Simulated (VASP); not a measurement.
# P (Pm-3m) in VASP: a series of runs

P is run at these levels: PBE; tasks: single point, relaxation of cell and atoms.

All numbers are computed with VASP 6.6.1; they aren't measurements. Logs are shortened: lines on timing, memory, paths and dates and some standing lists are left out, and cuts for length are marked.

## 1. The cell of the first run

Symmetry: Pm-3m, No. 221, cubic system. Conventional cell: a = 2.443 Å, b = 2.443 Å, c = 2.443 Å, α = 90.00°, β = 90.00°, γ = 90.00°. P (site symmetry m-3m) has 6 P at 2.44 Å within 3.2 Å.

This isn't the form of P at room conditions, which is orthorhombic.

## 2. Single point, PBE

File INCAR:

```
ALGO = Normal
EDIFF = 1E-6
ENCUT = 500
GGA = PE
GGA_COMPAT = False
ISIF = 2
ISMEAR = 0
LASPH = True
LCHARG = False
LREAL = False
LWAVE = False
NBANDS = 8
NELM = 120
PREC = Accurate
SIGMA = 0.1
```

File KPOINTS:

```
k-points
0
Gamma
  8 8 8
```

File POSCAR:

```
P
1.0
    2.4434791982      0.0000000000      0.0000000000
    0.0000000000      2.4434791982      0.0000000000
    0.0000000000      0.0000000000      2.4434791982
P
1
Direct
    0.0000000000      0.0000000000      0.0000000000
```

Potentials or basis: VASP PAW PBE potentials, release 64 (P).

Run with:

```sh
cat potpaw_PBE.64/P/POTCAR > POTCAR
mpirun -np 1 vasp_std > vasp.out
```

OUTCAR:

```text
EDIFF = 1E-6
   ENCUT = 500
   GGA = PE
   ISIF = 2
   ISMEAR = 0
   LASPH = True
   LREAL = False
   NELM = 120
   PREC = Accurate

 ion  position               nearest neighbor table
   1  0.000  0.000  0.000-

  LATTYP: Found a simple cubic cell.
 ALAT       =     2.4434791982

  Lattice vectors:

 A1 = (   2.4434791982,   0.0000000000,   0.0000000000)
 A2 = (   0.0000000000,   2.4434791982,   0.0000000000)
 A3 = (   0.0000000000,   0.0000000000,   2.4434791982)

Analysis of symmetry for initial positions (statically):
=====================================================================
 Subroutine PRICEL returns:
 Original cell was already a primitive cell.

 Routine SETGRP: Setting up the symmetry group for a
 simple cubic supercell.

 Subroutine GETGRP returns: Found 48 space group operations
 (whereof 48 operations were pure point group operations)
 out of a pool of 48 trial point group operations.

The static configuration has the point symmetry O_h .

Analysis of symmetry for dynamics (positions and initial velocities):
=====================================================================
 Subroutine PRICEL returns:
 Original cell was already a primitive cell.

 Routine SETGRP: Setting up the symmetry group for a
 simple cubic supercell.

 Subroutine GETGRP returns: Found 48 space group operations
 (whereof 48 operations were pure point group operations)
 out of a pool of 48 trial point group operations.

The dynamic configuration has the point symmetry O_h .

 Subroutine INISYM returns: Found 48 space group operations
 (whereof 48 operations are pure point group operations),
 and found     1 'primitive' translations

----------------------------------------------------------------------------------------

                                     Primitive cell

  volume of cell :      14.5890

  direct lattice vectors                    reciprocal lattice vectors
     2.443479198  0.000000000  0.000000000     0.409252512  0.000000000  0.000000000
     0.000000000  2.443479198  0.000000000     0.000000000  0.409252512  0.000000000
     0.000000000  0.000000000  2.443479198     0.000000000  0.000000000  0.409252512

  length of vectors
     2.443479198  2.443479198  2.443479198     0.409252512  0.409252512  0.409252512

  position of ions in fractional coordinates (direct lattice)
     0.000000000  0.000000000  0.000000000

  ion indices of the primitive-cell ions
   primitive index   ion index
                 1           1

----------------------------------------------------------------------------------------

 KPOINTS: k-points

Automatic generation of k-mesh.
 Grid dimensions read from file:
 generate k-points for:    8    8    8

 Generating k-lattice:

  Cartesian coordinates                     Fractional coordinates (reciprocal lattice)
     0.051156564  0.000000000  0.000000000     0.125000000  0.000000000  0.000000000
     0.000000000  0.051156564  0.000000000     0.000000000  0.125000000  0.000000000
     0.000000000  0.000000000  0.051156564     0.000000000  0.000000000  0.125000000

  Length of vectors
     0.051156564  0.051156564  0.051156564

  Shift w.r.t. Gamma in fractional coordinates (k-lattice)
     0.000000000  0.000000000  0.000000000

 Subroutine IBZKPT returns following result:
 ===========================================

 Found     35 irreducible k-points:

 Following reciprocal coordinates:
            Coordinates               Weight
  0.000000  0.000000  0.000000      1.000000
  0.125000  0.000000  0.000000      6.000000
  0.250000  0.000000  0.000000      6.000000
  0.375000  0.000000  0.000000      6.000000
  0.500000  0.000000  0.000000      3.000000
  0.125000  0.125000  0.000000     12.000000
[... 16 lines left out ...]
  0.375000  0.375000  0.125000     24.000000
  0.500000  0.375000  0.125000     24.000000
 [... further k-points ...]
   k-points           NKPTS =     35   k-points in BZ     NKDIM =     35   number of bands    NBANDS=      8
   number of dos      NEDOS =    301   number of ions     NIONS =      1
   total plane-waves  NPLWV =   5832
   dimension x,y,z NGX =    18 NGY =   18 NGZ =   18
   dimension x,y,z NGXF=    36 NGYF=   36 NGZF=   36
   ions per type =               1
   NGX,Y,Z   is equivalent  to a cutoff of  12.25, 12.25, 12.25 a.u.
   NGXF,Y,Z  is equivalent  to a cutoff of  24.49, 24.49, 24.49 a.u.
 SYSTEM =  unknown system
   PREC   = accura    normal or accurate (medium, high low for compatibility)
   ISTART =      0    job   : 0-new  1-cont  2-samecut
   ICHARG =      2    charge: 1-file 2-atom 10-const
   ISPIN  =      1    spin polarized calculation?
   LNONCOLLINEAR =      F non collinear calculations
   LSORBIT =      F    spin-orbit coupling
   LASPH  =      T    aspherical Exc in radial PAW
   ENCUT  =  500.0 eV  36.75 Ry    6.06 a.u.   4.46  4.46  4.46*2*pi/ulx,y,z
   NELM   =    120;   NELMIN=  2; NELMDL= -5     # of ELM steps
   EDIFF  = 0.1E-05   stopping-criterion for ELM
   LREAL  =      F    real-space projection
   EDIFFG = 0.1E-04   stopping-criterion for IOM
   NSW    =      0    number of steps for IOM
   IBRION =     -1    ionic relax: 0-MD 1-quasi-New 2-CG
   NFREE  =      0    steps in history (QN), initial steepest desc. (CG)
   ISIF   =      2    stress and relaxation
   ISYM   =      2    0-nonsym 1-usesym 2-fastsym
   POTIM  = 0.5000    time-step for ionic-motion
   TEBEG  =    0.0;   TEEND  =   0.0 temperature during run
   PSTRESS=    0.0 pullay stress
   NELECT =       5.0000    total number of electrons
   NUPDOWN=      -1.0000    fix difference up-down
   EMIN   =  10.00;   EMAX   =-10.00  energy-range for DOS
   EFERMI =   0.00;   METHOD = LEGACY
   ISMEAR =     0;   SIGMA  =   0.10  broadening in eV -4-tet -1-fermi 0-gaus
   EFERMI_NEDOS =   21; number of points for ismear=-14 and -15
   IALGO  =     38    algorithm
   IMIX   =      4    mixing-type and parameters
     AMIX     =   0.40;   BMIX     =  1.00
     AMIX_MAG =   1.60;   BMIX_MAG =  1.00
  volume/ion in A,a.u.               =      14.59        98.45
  Fermi-wavevector in a.u.,A,eV,Ry     =   1.145661  2.164986 17.858184  1.312539
  Thomas-Fermi vector in A             =   2.282349
   LORBIT       =      0    0 simple, 1 ext, 2 COOP (PROOUT), +10 PAW based schemes
   GGA     = PE    functional components
   LHFCALC =     F    Hartree Fock is set to
   AEXX    =    0.0000 exact exchange contribution
   IVDW    =     0    specifies the selected vdW correction
   LEPSILON=     F    determine dielectric tensor
   LRPA    =     F    only Hartree local field effects (RPA)
 non-spin polarized calculation
 Gauss-broadening in eV      SIGMA  =   0.10
  energy-cutoff  :      500.00
  volume of cell :       14.59
 maximum number of plane-waves:       384
 NGX is ok and might be reduce to    18
   NGX =  9   NGY =  9   NGZ =  9

 number of electron       4.9999999 magnetization

 Free energy of the ion-electron system (eV)
  ---------------------------------------------------
  ext. energy  EPLUGINS =         0.00000000
  ---------------------------------------------------
  free energy    TOTEN  =        -5.24365066 eV

  energy without entropy =       -5.23715957  energy(sigma->0) =       -5.24040512

 E-fermi :   9.5099     XC(G=0): -11.2739

 val. band max:        9.4791387451   @ k =   0.3750   0.2500   0.1250
 cond. band min:      10.0638560376   @ k =   0.5000   0.2500   0.0000
 fundamental gap:      0.5847172925
 Fermi energy:         9.5099132993

 k-point     1 :       0.0000    0.0000    0.0000
  band No.  band energies     occupation
      1      -6.8695      2.00000
      2      14.6180      0.00000
      3      14.6180      0.00000
      4      14.6180      0.00000
      5      16.4193      0.00000
      6      16.4193      0.00000
      7      23.8661      0.00000
      8      34.0093      0.00000

 k-point     2 :       0.1250    0.0000    0.0000
  band No.  band energies     occupation
      1      -6.5144      2.00000
      2      10.7980      0.00000
      3      14.8960      0.00000
      4      14.8960      0.00000
      5      16.6995      0.00000
      6      19.7245      0.00000
      7      25.1497      0.00000
      8      31.7792      0.00000

 k-point     3 :       0.2500    0.0000    0.0000
  band No.  band energies     occupation
      1      -5.4690      2.00000
      2       6.5366      2.00000
      3      15.6877      0.00000
      4      15.6877      0.00000
      5      17.4729      0.00000
      6      22.2915      0.00000
      7      28.2073      0.00000
      8      28.2073      0.00000

 k-point     4 :       0.3750    0.0000    0.0000
  band No.  band energies     occupation
      1      -3.8473      2.00000
      2       2.9237      2.00000
      3      16.7817      0.00000
      4      16.7817      0.00000
      5      18.4585      0.00000
      6      24.4293      0.00000
      7      25.2531      0.00000
      8      25.2531      0.00000

 k-point     5 :       0.5000    0.0000    0.0000
  band No.  band energies     occupation
      1      -2.5595      2.00000
      2       0.9649      2.00000
      3      17.4275      0.00000
      4      17.4275      0.00000
      5      18.9736      0.00000
      6      23.9695      0.00000
      7      23.9695      0.00000
      8      26.3187      0.00000

 k-point     6 :       0.1250    0.1250    0.0000
  band No.  band energies     occupation
      1      -6.1596      2.00000
      2      10.5972      0.00000
      3      11.7291      0.00000
      4      15.1728      0.00000
      5      18.5697      0.00000
      6      21.6975      0.00000
      7      25.7428      0.00000
      8      29.5274      0.00000

 k-point     7 :       0.2500    0.1250    0.0000
  band No.  band energies     occupation
      1      -5.1150      2.00000
      2       6.8235      2.00000
      3      12.1271      0.00000
      4      15.9606      0.00000
      5      19.6298      0.00000
      6      23.8845      0.00000
      7      25.4486      0.00000
      8      28.4593      0.00000

 k-point     8 :       0.3750    0.1250    0.0000
  band No.  band energies     occupation
      1      -3.4935      2.00000
      2       3.2417      2.00000
      3      13.3089      0.00000
      4      17.0476      0.00000
      5      20.5826      0.00000
      6      21.8389      0.00000
      7      25.5222      0.00000
      8      26.6735      0.00000

 k-point     9 :       0.5000    0.1250    0.0000
  band No.  band energies     occupation
      1      -2.2022      2.00000
      2       1.2855      2.00000
      3      14.0381      0.00000
      4      17.6877      0.00000
      5      20.0822      0.00000
      6      21.6311      0.00000
      7      24.2472      0.00000
      8      27.8875      0.00000

 k-point    10 :       0.2500    0.2500    0.0000
  band No.  band energies     occupation
      1      -4.0724      2.00000
      2       7.1408      2.00000
      3       8.5333      2.00000
      4      16.7361      0.00000
      5      19.8633      0.00000
      6      22.0748      0.00000
      7      28.7492      0.00000
      8      29.1469      0.00000
[... 78 lines left out ...]
 k-point    18 :       0.3750    0.1250    0.1250
  band No.  band energies     occupation
      1      -3.1403      2.00000
      2       3.5583      2.00000
      3      12.8238      0.00000
      4      14.8016      0.00000
      5      21.5381      0.00000
      6      22.1112      0.00000
      7      23.6740      0.00000
      8      28.2021      0.00000

 k-point    19 :       0.5000    0.1250    0.1250
  band No.  band energies     occupation
      1      -1.8456      2.00000
      2       1.6051      2.00000
      3      13.4668      0.00000
      4      15.7516      0.00000
      5      20.0481      0.00000
      6      20.8136      0.00000
      7      24.1308      0.00000
      8      29.7594      0.00000

 k-point    20 :       0.2500    0.2500    0.1250
  band No.  band energies     occupation
      1      -3.7199      2.00000
      2       7.4376      2.00000
      3       8.7440      2.00000
      4      13.7251      0.00000
      5      20.8293      0.00000
      6      24.7667      0.00000
      7      25.8460      0.00000
      8      26.0106      0.00000

 k-point    21 :       0.3750    0.2500    0.1250
  band No.  band energies     occupation
      1      -2.0983      2.00000
      2       4.4592      2.00000
      3       9.4791      1.33660
      4      14.9306      0.00000
      5      17.6166      0.00000
      6      22.7516      0.00000
      7      26.0301      0.00000
      8      27.0987      0.00000

 k-point    22 :       0.5000    0.2500    0.1250
  band No.  band energies     occupation
      1      -0.7893      2.00000
      2       2.5242      2.00000
      3      10.2591      0.00000
      4      15.8862      0.00000
      5      15.9691      0.00000
      6      21.3477      0.00000
      7      26.6449      0.00000
      8      27.6959      0.00000

 k-point    23 :       0.3750    0.3750    0.1250
  band No.  band energies     occupation
      1      -0.4645      2.00000
      2       5.3499      2.00000
      3       6.4538      2.00000
      4      14.0067      0.00000
      5      16.2944      0.00000
      6      23.8931      0.00000
      7      23.9390      0.00000
      8      27.8028      0.00000

 k-point    24 :       0.5000    0.3750    0.1250
  band No.  band energies     occupation
      1       0.9004      2.00000
      2       3.8335      2.00000
      3       6.8285      2.00000
      4      12.5080      0.00000
      5      16.9975      0.00000
      6      22.5394      0.00000
      7      24.5836      0.00000
      8      28.5577      0.00000

 [... further k-points ...]

------------------------ aborting loop because EDIFF is reached ----------------------------------------

  FORCE on cell =-STRESS in cart. coord.  units (eV):
  Direction    XX          YY          ZZ          XY          YZ          ZX
  --------------------------------------------------------------------------------------
  -------------------------------------------------------------------------------------
  Total       -0.0173509     -0.0173509     -0.0173509     -0.0000000      0.0000000      0.0000000
  in kB       -1.9054884     -1.9054884     -1.9054884     -0.0000000      0.0000000      0.0000000
  external PRESSURE =      -1.9054884 kB  Pullay stress =       0.0000000 kB

 VOLUME and BASIS-vectors are now :
 -----------------------------------------------------------------------------
  energy-cutoff  :      500.00
  volume of cell :       14.59
      direct lattice vectors                 reciprocal lattice vectors
     2.443479198  0.000000000  0.000000000     0.409252512  0.000000000  0.000000000
     0.000000000  2.443479198  0.000000000     0.000000000  0.409252512  0.000000000
     0.000000000  0.000000000  2.443479198     0.000000000  0.000000000  0.409252512

 POSITION                                       TOTAL-FORCE (eV/Angst)
 -----------------------------------------------------------------------------------
      0.00000      0.00000      0.00000         0.000000      0.000000      0.000000
 -----------------------------------------------------------------------------------
    total drift:                                0.000000      0.000000      0.000000

  FREE ENERGIE OF THE ION-ELECTRON SYSTEM (eV)
  ---------------------------------------------------
  free  energy   TOTEN  =        -5.2436506615 eV

  energy  without entropy=       -5.2371595741  energy(sigma->0) =       -5.24040512
```

Wall time 4 s (1 thread of Intel Xeon 8259CL, shared host); peak memory 0.11 GiB.

Results:

```yaml
Free_energy: -5.2437 eV
Pressure: -0.2 GPa
Band_gap_on_the_k_mesh: zero (an odd number of electrons rules out a gap without spin polarisation)
```

Levels at points of the mesh, in eV from the Fermi level:
| k point | band 1 | band 2 | band 3 | band 4 | band 5 | band 6 | band 7 | band 8 |
| --- | --- | --- | --- | --- | --- | --- | --- | --- |
| (0.00, 0.00, 0.00) | -16.38 | 5.11 | 5.11 | 5.11 | 6.91 | 6.91 | 14.36 | 24.50 |
| (0.50, 0.00, 0.00) | -12.07 | -8.55 | 7.92 | 7.92 | 9.46 | 14.46 | 14.46 | 16.81 |
| (0.50, 0.50, 0.00) | -7.40 | -5.16 | -5.16 | 1.11 | 10.52 | 16.98 | 16.98 | 17.19 |
| (0.50, 0.50, 0.50) | -2.08 | -2.08 | -2.08 | -1.58 | 4.79 | 4.79 | 4.79 | 11.09 |

Caveat: an odd number of electrons without spin polarisation forces a metal; a magnetic or distorted state may lie lower.

[end of part 1 of 3]

The gap in the log of VASP goes by the Fermi energy; the results here count the filled bands.